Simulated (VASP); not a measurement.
Nb16H (a cell with a defect): single point with PBEsol

The system is Nb16H (a cell with a defect).

```
CELL_PARAMETERS angstrom
6.54429 0.00000 0.00000
0.00000 6.54429 0.00000
0.00000 0.00000 6.54429
ATOMIC_POSITIONS crystal
Nb 0.99112 0.98830 0.00000
Nb 0.49853 0.99920 0.00000
Nb 0.99740 0.49943 0.00000
Nb 0.99991 0.00051 0.50000
Nb 0.25836 0.25181 0.26194
Nb 0.50063 0.50112 0.00000
Nb 0.50190 0.00215 0.50000
Nb 0.75103 0.24910 0.24995
Nb 0.00218 0.50003 0.50000
Nb 0.24644 0.75096 0.24866
Nb 0.25836 0.25181 0.73806
Nb 0.50432 0.50507 0.50000
Nb 0.74570 0.74824 0.25063
Nb 0.75103 0.24910 0.75005
Nb 0.24644 0.75096 0.75134
Nb 0.74570 0.74824 0.74937
H 0.14683 0.23314 0.00000
```

```
Program                : VASP 6.6.1
Task                   : single point
Functional             : PBEsol
Potentials or basis    : VASP PAW PBE potentials, release 64 (Nb_sv, H)
Cutoff                 : 520 eV
k mesh                 : 4 × 4 × 4, shifted
Occupations            : gaussian, width 0.1 eV
Spin                   : no spin polarisation
Dipole correction      : no
Further INCAR settings : LREAL = Auto; ALGO = Fast; EDIFF = 1e-07; NBANDS = 118
```

```yaml
Pressure: 2.1 GPa
Largest_force: 0.368 eV/Å
Band_gap_on_the_k_mesh: zero (an odd number of electrons rules out a gap without spin polarisation)
```

Forces on the atoms (eV/Å):
```
Nb   0.040  0.006  0.000
Nb   0.027 -0.015  0.000
Nb  -0.016  0.028  0.000
Nb   0.028  0.001  0.000
Nb   0.015 -0.042 -0.035
Nb   0.010 -0.015  0.000
Nb   0.023 -0.029  0.000
Nb   0.022 -0.001 -0.006
Nb   0.017 -0.037  0.000
Nb   0.014 -0.025 -0.009
Nb   0.015 -0.042  0.035
Nb  -0.003 -0.043  0.000
Nb   0.022 -0.005 -0.013
Nb   0.022 -0.001  0.006
Nb   0.014 -0.025  0.009
Nb   0.022 -0.005  0.013
H   -0.271  0.249  0.000
```

Stress tensor (GPa, compression positive):
```
1.96 0.11 0.00
0.11 1.71 0.00
0.00 0.00 2.63
```

Levels at points of the mesh, in eV from the Fermi level:
| k point | band 102 | band 103 | band 104 | band 105 | band 106 | band 107 | band 108 | band 109 |
| --- | --- | --- | --- | --- | --- | --- | --- | --- |
| (0.12, 0.12, 0.12) | 0.32 | 0.56 | 0.73 | 0.79 | 0.83 | 0.88 | 0.97 | 0.99 |

Wall time 110 min on 1 thread of Oxide Virtual Turin-like Processor (shared host), peak memory 0.52 GiB.

Caveat: the PAW data sets were made with another functional, which shifts forces and pressure a little.
